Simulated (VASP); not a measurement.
# BaTiO3 (R3m) in VASP: a series of runs, part 2 of 2

VASP 6.6.1.

## 3. Relaxation of shape and atoms at fixed volume, PBE (12.58 Å³/atom)

This run uses another cell than the first one, of 12.58 Å³/atom.

INCAR reads:

```
SYSTEM = BaTiO3
PREC     = Accurate       ! precision mode
ENCUT    = 600            ! plane-wave cutoff, eV
EDIFF    = 1E-6           ! SCF threshold, eV
ISMEAR   = 0              ! smearing method
SIGMA    = 0.02           ! smearing width, eV
LREAL    = .FALSE.        ! projectors in reciprocal space
LASPH    = .TRUE.         ! aspherical terms in the spheres
NELM     = 100            ! most SCF steps
ALGO     = Normal         ! electronic algorithm
ISIF     = 4              ! what is computed and relaxed
LWAVE    = .FALSE.        ! write WAVECAR
LCHARG   = .FALSE.        ! write CHGCAR
GGA      = PE             ! functional
IBRION   = 2              ! ionic algorithm
NSW      = 50             ! ionic steps
EDIFFG   = -0.01          ! ionic threshold
```

KPOINTS reads:

```
Automatic mesh
0
G
  6 6 6
  0 0 0
```

POSCAR reads:

```
BaTiO3
1.0
    2.8072270375      1.6207532858      2.3036876133
   -2.8072270375      1.6207532858      2.3036876133
    0.0000000000     -3.2415065716      2.3036876134
Ba Ti O
1 1 3
Direct
    0.0027698596      0.0027698596      0.0027698596
    0.5153180029      0.5153180029      0.5153180029
    0.4894140141      0.4894140141      0.9817841594
    0.4894140141      0.9817841594      0.4894140141
    0.9817841594      0.4894140141      0.4894140141
```

Potentials or basis: VASP PAW PBE potentials, release 64 (Ba_sv, Ti_sv, O).

Run with:

```sh
> cat potpaw_PBE.64/Ba_sv/POTCAR potpaw_PBE.64/Ti_sv/POTCAR potpaw_PBE.64/O/POTCAR > POTCAR
> mpirun -np 1 vasp_std > vasp.out
```

OUTCAR:

```text
SYSTEM = BaTiO3
   PREC = Accurate
   ENCUT = 600
   EDIFF = 1E-6
   ISMEAR = 0
   LREAL = .FALSE.
   LASPH = .TRUE.
   NELM = 100
   ISIF = 4
   GGA = PE
   IBRION = 2
   NSW = 50
   EDIFFG = -0.01

 ion  position               nearest neighbor table
   1  0.003  0.003  0.003-   3 2.74   4 2.74   5 2.74   3 2.81   3 2.81   5 2.81   4 2.81   4 2.81
                             5 2.81   3 2.89   4 2.89   5 2.89   2 3.37   2 3.41   2 3.41   2 3.41
   2  0.515  0.515  0.515-   4 1.86   5 1.86   3 1.86   4 2.13   5 2.13   3 2.13   1 3.37   1 3.41
                             1 3.41   1 3.41   1 3.47   1 3.47   1 3.47   1 3.54
   3  0.489  0.489  0.982-   2 1.86   2 2.13   1 2.74   1 2.81   1 2.81   1 2.89
   4  0.489  0.982  0.489-   2 1.86   2 2.13   1 2.74   1 2.81   1 2.81   1 2.89
   5  0.982  0.489  0.489-   2 1.86   2 2.13   1 2.74   1 2.81   1 2.81   1 2.89

[... 426 lines left out ...]

 Free energy of the ion-electron system (eV)
  ---------------------------------------------------
  ext. energy  EPLUGINS =         0.00000000
  ---------------------------------------------------
  free energy    TOTEN  =       -39.93960042 eV

  energy without entropy =      -39.93960042  energy(sigma->0) =      -39.93960042

 E-fermi :   4.1657     XC(G=0): -11.3539

 val. band max:        3.9537374104   @ k =   0.5000   0.5000   0.5000
 cond. band min:       6.0808511691   @ k =   0.0000   0.0000   0.0000
 fundamental gap:      2.1271137586
 Fermi energy:         4.1656897251

 k-point     1 :       0.0000    0.0000    0.0000
  band No.  band energies     occupation
      1     -52.4243      2.00000
      2     -28.6693      2.00000
      3     -28.6693      2.00000
      4     -28.6680      2.00000
      5     -20.8060      2.00000
      6     -12.9511      2.00000
[... 637 lines left out ...]
     23       8.0050      0.00000
     24       9.7712      0.00000

 [... further k-points ...]
[... 5 lines left out ...]
  --------------------------------------------------------------------------------------
  -------------------------------------------------------------------------------------
  Total        3.4592124      3.4592124      3.4843996      0.0000000     -0.0000000      0.0000000
  in kB       88.1289348     88.1289348     88.7706193      0.0000000     -0.0000000      0.0000000
  external PRESSURE =      88.3428297 kB  Pullay stress =       0.0000000 kB
[... 20 lines left out ...]
  FREE ENERGIE OF THE ION-ELECTRON SYSTEM (eV)
  ---------------------------------------------------
  free  energy   TOTEN  =       -39.9396004187 eV

  energy  without entropy=      -39.9396004187  energy(sigma->0) =      -39.93960042

 reached required accuracy - stopping structural energy minimisation
```

OSZICAR:

```text
N       E                     dE             d eps       ncg     rms          rms(c)
DAV:   1     0.494344815864E+03    0.49434E+03   -0.23341E+04  1536   0.201E+03
DAV:   2     0.202739770265E+01   -0.49232E+03   -0.48451E+03  1936   0.527E+02
DAV:   3    -0.481149007718E+02   -0.50142E+02   -0.49850E+02  2208   0.154E+02
DAV:   4    -0.503375575757E+02   -0.22227E+01   -0.22215E+01  2216   0.302E+01
[... 52 lines left out ...]
DAV:   1    -0.399397233466E+02   -0.28375E-03   -0.75294E-02  1536   0.255E+00    0.144E-01
DAV:   2    -0.399397403861E+02   -0.17040E-04   -0.33352E-03  1584   0.471E-01    0.879E-02
DAV:   3    -0.399396136313E+02    0.12675E-03   -0.31881E-04  2056   0.163E-01    0.296E-02
DAV:   4    -0.399396005680E+02    0.13063E-04   -0.89272E-05  2160   0.867E-02    0.912E-03
DAV:   5    -0.399396004187E+02    0.14930E-06   -0.56421E-06  1784   0.230E-02
   7 F= -.39939600E+02 E0= -.39939600E+02  d E =-.160841E-03
```

CONTCAR:

```text
BaTiO3
   1.00000000000000
     2.8104016067657600    1.6225861242198909    2.2984861606085851
    -2.8104016067657600    1.6225861242198909    2.2984861606085851
     0.0000000000000000   -3.2451722484719658    2.2984861607310143
  Ba              Ti              O
     1     1     3
Direct
     0.9998096090017345    0.9998096090017345    0.9998096090017382
     0.5094367106938584    0.5094367106938584    0.5094367106938655
     0.4913107320513290    0.4913107320513290    0.9868322663017465
     0.4913107320513289    0.9868322663017516    0.4913107320513261
     0.9868322663017516    0.4913107320513289    0.4913107320513261

  0.00000000E+00  0.00000000E+00  0.00000000E+00
  0.00000000E+00  0.00000000E+00  0.00000000E+00
  0.00000000E+00  0.00000000E+00  0.00000000E+00
  0.00000000E+00  0.00000000E+00  0.00000000E+00
  0.00000000E+00  0.00000000E+00  0.00000000E+00
```

Run time: 2 min. Hardware: 1 thread of AMD EPYC 9R45 (Zen 5), shared host; peak memory 0.19 GiB.

Results:

```yaml
Free_energy: -39.9396 eV
Energy_gained_by_relaxing: 3.1 meV/atom
Ionic_steps: 7
Pressure_after_relaxing: 8.8 GPa
Largest_force_after_relaxing: 0.006 eV/Å
Band_gap_on_the_k_mesh: 2.13 eV (least direct gap 2.40 eV)
```

Forces in eV/Å, atoms in the order of the input:
```
Ba   0.000  0.000 -0.005
Ti   0.000  0.000 -0.002
O    0.000 -0.006  0.002
O   -0.005  0.003  0.002
O    0.005  0.003  0.002
```

Step by step:
```
step  energy change (eV)  largest force (eV/Å)  pressure (GPa)  volume (Å³)
   1              0.0000                0.3983           10.78        62.89
   2             -0.0118                0.1390            9.54        62.89
   3             -0.0127                0.1057            9.11        62.89
   4             -0.0146                0.0664            9.01        62.89
   5             -0.0153                0.0260            8.91        62.89
   6             -0.0153                0.0244            8.90        62.89
   7             -0.0155                0.0061            8.83        62.89
```

Final structure:
```yaml
crystal:
  lattice:
    - [2.81040, 1.62259, 2.29849]
    - [-2.81040, 1.62259, 2.29849]
    - [0.00000, -3.24517, 2.29849]
  atoms:
    - { symbol: Ba, position: [0.99981, 0.99981, 0.99981] }
    - { symbol: Ti, position: [0.50944, 0.50944, 0.50944] }
    - { symbol: O, position: [0.49131, 0.49131, 0.98683] }
    - { symbol: O, position: [0.49131, 0.98683, 0.49131] }
    - { symbol: O, position: [0.98683, 0.49131, 0.49131] }
```

Levels at points of the mesh, in eV from the valence-band top:
| k point | band 17 | band 18 | band 19 | band 20 | band 21 | band 22 | band 23 | band 24 |
| --- | --- | --- | --- | --- | --- | --- | --- | --- |
| (0.00, 0.00, 0.00) | -1.11 | -0.36 | -0.27 | -0.27 | 2.13 | 2.13 | 2.22 | 4.34 |
| (0.50, 0.00, 0.00) | -1.78 | -1.72 | -0.85 | -0.78 | 2.30 | 3.73 | 3.79 | 4.33 |
| (0.50, 0.50, 0.00) | -1.65 | -0.87 | -0.85 | -0.09 | 3.78 | 3.78 | 4.16 | 5.07 |
| (0.50, 0.50, 0.50) | -2.36 | -0.01 | -0.01 | 0.00 | 4.36 | 4.44 | 4.44 | 6.75 |

Caveat: spin-orbit coupling is left out, which moves the levels of the heavy elements.
